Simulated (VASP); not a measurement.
# BeTe (gw) (F-43m) in VASP: notebook

Runs on BeTe (gw). Level: PBEsol. Tasks: single point.

Everything below comes from runs of VASP 6.6.1. Logs are shortened: lines on timing, memory, paths and dates and some standing lists are left out, and cuts for length are marked.

**1. The cell of the first run**

Symmetry: F-43m, No. 216, cubic system. The conventional cell has a = 5.605 Å, b = 5.605 Å, c = 5.605 Å, α = 90.00°, β = 90.00°, γ = 90.00°. Within 3.2 Å of Be (site symmetry -43m) lie 4 Te at 2.43 Å. Te (site symmetry -43m) has 4 Be at 2.43 Å within 3.2 Å.

**2. Single point, PBEsol**

File INCAR:

```
PREC = Accurate
ENCUT = 600
EDIFF = 1E-6
ISMEAR = 0
SIGMA = 0.01
LREAL = False
LASPH = True
NELM = 120
ALGO = Normal
ISIF = 2
LWAVE = False
LCHARG = True
GGA = PS
LELF = True
LVHAR = True
NBANDS = 11
GGA_COMPAT = False
```

File KPOINTS:

```
Automatic mesh
0
Gamma
  4 4 4
```

File POSCAR:

```
BeTe
1.0
    0.0000000000      2.8025474673      2.8025474673
    2.8025474673      0.0000000000      2.8025474673
    2.8025474673      2.8025474673      0.0000000000
Be Te
1 1
Direct
    0.0000000000      0.0000000000      0.0000000000
    0.2500000000      0.2500000000      0.2500000000
```

Potentials or basis: VASP PAW PBE potentials, release 64 (Be, Te).

Started as:

```console
cat potpaw_PBE.64/Be/POTCAR potpaw_PBE.64/Te/POTCAR > POTCAR
mpirun -np 1 vasp_std > vasp.out
```

OUTCAR:

```text
PREC = Accurate
   ENCUT = 600
   EDIFF = 1E-6
   ISMEAR = 0
   LREAL = False
   LASPH = True
   NELM = 120
   ISIF = 2
   GGA = PS

 ion  position               nearest neighbor table
   1  0.000  0.000  0.000-   2 2.43   2 2.43   2 2.43   2 2.43
   2  0.250  0.250  0.250-   1 2.43   1 2.43   1 2.43   1 2.43

  LATTYP: Found a face centered cubic cell.
 ALAT       =     5.6050949346

  Lattice vectors:

 A1 = (   0.0000000000,   2.8025474673,   2.8025474673)
 A2 = (   2.8025474673,   0.0000000000,   2.8025474673)
 A3 = (   2.8025474673,   2.8025474673,   0.0000000000)

Analysis of symmetry for initial positions (statically):
=====================================================================
 Subroutine PRICEL returns:
 Original cell was already a primitive cell.

 Routine SETGRP: Setting up the symmetry group for a
 face centered cubic supercell.

 Subroutine GETGRP returns: Found 24 space group operations
 (whereof 24 operations were pure point group operations)
 out of a pool of 48 trial point group operations.

The static configuration has the point symmetry T_d .

Analysis of symmetry for dynamics (positions and initial velocities):
=====================================================================
 Subroutine PRICEL returns:
 Original cell was already a primitive cell.

 Routine SETGRP: Setting up the symmetry group for a
 face centered cubic supercell.

 Subroutine GETGRP returns: Found 24 space group operations
 (whereof 24 operations were pure point group operations)
 out of a pool of 48 trial point group operations.

The dynamic configuration has the point symmetry T_d .

 Subroutine INISYM returns: Found 24 space group operations
 (whereof 24 operations are pure point group operations),
 and found     1 'primitive' translations

----------------------------------------------------------------------------------------

                                     Primitive cell

  volume of cell :      44.0239

  direct lattice vectors                    reciprocal lattice vectors
     0.000000000  2.802547467  2.802547467    -0.178409110  0.178409110  0.178409110
     2.802547467  0.000000000  2.802547467     0.178409110 -0.178409110  0.178409110
     2.802547467  2.802547467  0.000000000     0.178409110  0.178409110 -0.178409110

  length of vectors
     3.963400637  3.963400637  3.963400637     0.309013643  0.309013643  0.309013643

  position of ions in fractional coordinates (direct lattice)
[... 68 lines left out ...]
   ISIF   =      2    stress and relaxation
   ISYM   =      2    0-nonsym 1-usesym 2-fastsym
   POTIM  = 0.5000    time-step for ionic-motion
   TEBEG  =    0.0;   TEEND  =   0.0 temperature during run
   PSTRESS=    0.0 pullay stress
   NELECT =       8.0000    total number of electrons
   NUPDOWN=      -1.0000    fix difference up-down
   EMIN   =  10.00;   EMAX   =-10.00  energy-range for DOS
   EFERMI =   0.00;   METHOD = LEGACY
   ISMEAR =     0;   SIGMA  =   0.01  broadening in eV -4-tet -1-fermi 0-gaus
   EFERMI_NEDOS =   21; number of points for ismear=-14 and -15
   IALGO  =     38    algorithm
   IMIX   =      4    mixing-type and parameters
     AMIX     =   0.40;   BMIX     =  1.00
     AMIX_MAG =   1.60;   BMIX_MAG =  1.00
  volume/ion in A,a.u.               =      22.01       148.54
  Fermi-wavevector in a.u.,A,eV,Ry     =   0.927275  1.752296 11.698817  0.859839
  Thomas-Fermi vector in A             =   2.053327
   LORBIT       =      0    0 simple, 1 ext, 2 COOP (PROOUT), +10 PAW based schemes
   GGA     = PS    functional components
   LHFCALC =     F    Hartree Fock is set to
   AEXX    =    0.0000 exact exchange contribution
   IVDW    =     0    specifies the selected vdW correction
   LEPSILON=     F    determine dielectric tensor
   LRPA    =     F    only Hartree local field effects (RPA)
 non-spin polarized calculation
 Gauss-broadening in eV      SIGMA  =   0.01
  energy-cutoff  :      600.00
  volume of cell :       44.02
 maximum number of plane-waves:      1480
   NGX = 15   NGY = 15   NGZ = 15

 number of electron       8.0000000 magnetization

 Free energy of the ion-electron system (eV)
  ---------------------------------------------------
  ext. energy  EPLUGINS =         0.00000000
  ---------------------------------------------------
  free energy    TOTEN  =        -8.13221279 eV

  energy without entropy =       -8.13221279  energy(sigma->0) =       -8.13221279

 E-fermi :   5.2403     XC(G=0):  -9.2472

 val. band max:        5.1881598526   @ k =   0.0000   0.0000   0.0000
 cond. band min:       6.9922207119   @ k =   0.5000   0.5000   0.0000
 fundamental gap:      1.8040608593
 Fermi energy:         5.2403169289

 k-point     1 :       0.0000    0.0000    0.0000
  band No.  band energies     occupation
      1      -7.2394      2.00000
      2       5.1882      2.00000
      3       5.1882      2.00000
      4       5.1882      2.00000
      5       8.7611      0.00000
      6       8.7611      0.00000
      7       8.7611      0.00000
      8       9.0194      0.00000
      9      13.3889      0.00000
     10      15.4487      0.00000
     11      15.4487      0.00000
[... 85 lines left out ...]
 k-point     8 :      -0.2500    0.5000    0.2500
  band No.  band energies     occupation
      1      -5.3061      2.00000
      2       0.5339      2.00000
      3       1.3716      2.00000
      4       1.8686      2.00000
      5      10.3605      0.00000
      6      10.6525      0.00000
      7      10.7225      0.00000
      8      11.4146      0.00000
      9      16.1398      0.00000
     10      16.9474      0.00000
     11      18.0541      0.00000

------------------------ aborting loop because EDIFF is reached ----------------------------------------

  FORCE on cell =-STRESS in cart. coord.  units (eV):
  Direction    XX          YY          ZZ          XY          YZ          ZX
  --------------------------------------------------------------------------------------
  -------------------------------------------------------------------------------------
  Total        0.1995228      0.1995228      0.1995228     -0.0000000     -0.0000000     -0.0000000
  in kB        7.2612952      7.2612952      7.2612952     -0.0000000     -0.0000000     -0.0000000
  external PRESSURE =       7.2612952 kB  Pullay stress =       0.0000000 kB

 VOLUME and BASIS-vectors are now :
 -----------------------------------------------------------------------------
  energy-cutoff  :      600.00
  volume of cell :       44.02
      direct lattice vectors                 reciprocal lattice vectors
     0.000000000  2.802547467  2.802547467    -0.178409110  0.178409110  0.178409110
     2.802547467  0.000000000  2.802547467     0.178409110 -0.178409110  0.178409110
     2.802547467  2.802547467  0.000000000     0.178409110  0.178409110 -0.178409110

 POSITION                                       TOTAL-FORCE (eV/Angst)
 -----------------------------------------------------------------------------------
      0.00000      0.00000      0.00000         0.000000      0.000000      0.000000
      1.40127      1.40127      1.40127        -0.000000     -0.000000     -0.000000
 -----------------------------------------------------------------------------------
    total drift:                                0.000000      0.000000      0.000000

  FREE ENERGIE OF THE ION-ELECTRON SYSTEM (eV)
  ---------------------------------------------------
  free  energy   TOTEN  =        -8.1322127916 eV

  energy  without entropy=       -8.1322127916  energy(sigma->0) =       -8.13221279
```

OSZICAR:

```text
N       E                     dE             d eps       ncg     rms          rms(c)
DAV:   1     0.218076068819E+02    0.21808E+02   -0.35569E+03   176   0.653E+02
DAV:   2    -0.688963283591E+01   -0.28697E+02   -0.27439E+02   203   0.102E+02
DAV:   3    -0.827179604058E+01   -0.13822E+01   -0.13804E+01   244   0.233E+01
DAV:   4    -0.828211189099E+01   -0.10316E-01   -0.10315E-01   209   0.213E+00
DAV:   5    -0.828232755591E+01   -0.21566E-03   -0.21566E-03   211   0.310E-01    0.392E+00
DAV:   6    -0.817189771000E+01    0.11043E+00   -0.99289E-02   206   0.125E+00    0.236E+00
DAV:   7    -0.813185569170E+01    0.40042E-01   -0.10522E-01   209   0.138E+00    0.406E-01
DAV:   8    -0.813205945131E+01   -0.20376E-03   -0.51908E-03   200   0.415E-01    0.805E-02
DAV:   9    -0.813219291223E+01   -0.13346E-03   -0.18739E-04   217   0.857E-02    0.250E-02
DAV:  10    -0.813221245052E+01   -0.19538E-04   -0.34484E-05   193   0.289E-02    0.129E-02
DAV:  11    -0.813221279165E+01   -0.34113E-06   -0.93356E-07   223   0.614E-03
   1 F= -.81322128E+01 E0= -.81322128E+01  d E =-.405486E-15
```

Wall time 11 s (1 thread of Intel Xeon 8259CL, shared host); peak memory 0.17 GiB.

Results:

* Free energy: -8.1322 eV
* Pressure: 0.7 GPa
* Band gap on the k mesh: 1.80 eV, indirect (least direct gap 3.57 eV)

Levels at points of the mesh, in eV from the valence-band top:
| k point | band 2 | band 3 | band 4 | band 5 | band 6 | band 7 |
| --- | --- | --- | --- | --- | --- | --- |
| (0.00, 0.00, 0.00) | 0.00 | 0.00 | 0.00 | 3.57 | 3.57 | 3.57 |
| (0.50, 0.00, 0.00) | -5.68 | -1.16 | -1.16 | 3.06 | 4.54 | 4.54 |
| (0.50, 0.50, 0.00) | -5.22 | -2.72 | -2.72 | 1.80 | 2.58 | 9.79 |

Caveat: the k points lie up to 0.49 Å⁻¹ apart; the PAW data sets were made with another functional, which shifts forces and pressure a little; spin-orbit coupling is left out, which moves the levels of the heavy elements. A k mesh can miss the band edges.

**3. Single point, PBEsol**

File INCAR:

```
SYSTEM = BeTe
  PREC = Accurate
  ENCUT = 600
  EDIFF = 1E-6
  ISMEAR = 0
  SIGMA = 0.01
  LREAL = .FALSE.
  LASPH = .TRUE.
  NELM = 120
  ALGO = Normal
  ISIF = 2
  LWAVE = .FALSE.
  LCHARG = .FALSE.
  GGA = PS
  NBANDS = 11
  GGA_COMPAT = .FALSE.
```

File KPOINTS:

```
Automatic mesh
0
G
  4 4 4
  0 0 0
```

POSCAR is that of step 2.

Potentials or basis: VASP PAW PBE potentials, release 64 (Be, Te).

Started as:

```console
cat potpaw_PBE.64/Be/POTCAR potpaw_PBE.64/Te/POTCAR > POTCAR
mpirun -np 1 vasp_std > vasp.out
```

Wall time 11 s (1 thread of Intel Xeon 8259CL, shared host); peak memory 0.17 GiB.

Results (log left out):

* Free energy: -8.1322 eV
* Pressure: 0.7 GPa
* Band gap on the k mesh: 1.80 eV, indirect (least direct gap 3.57 eV)

Levels at points of the mesh, in eV from the valence-band top:
| k point | band 1 | band 2 | band 3 | band 4 | band 5 | band 6 | band 7 | band 8 |
| --- | --- | --- | --- | --- | --- | --- | --- | --- |
| (0.00, 0.00, 0.00) | -12.43 | 0.00 | 0.00 | 0.00 | 3.57 | 3.57 | 3.57 | 3.83 |
| (0.50, 0.00, 0.00) | -11.04 | -5.68 | -1.16 | -1.16 | 3.06 | 4.54 | 4.54 | 7.65 |
| (0.50, 0.50, 0.00) | -10.53 | -5.22 | -2.72 | -2.72 | 1.80 | 2.58 | 9.79 | 9.79 |

Caveat: the k points lie up to 0.49 Å⁻¹ apart; the PAW data sets were made with another functional, which shifts forces and pressure a little; spin-orbit coupling is left out, which moves the levels of the heavy elements. A k mesh can miss the band edges.
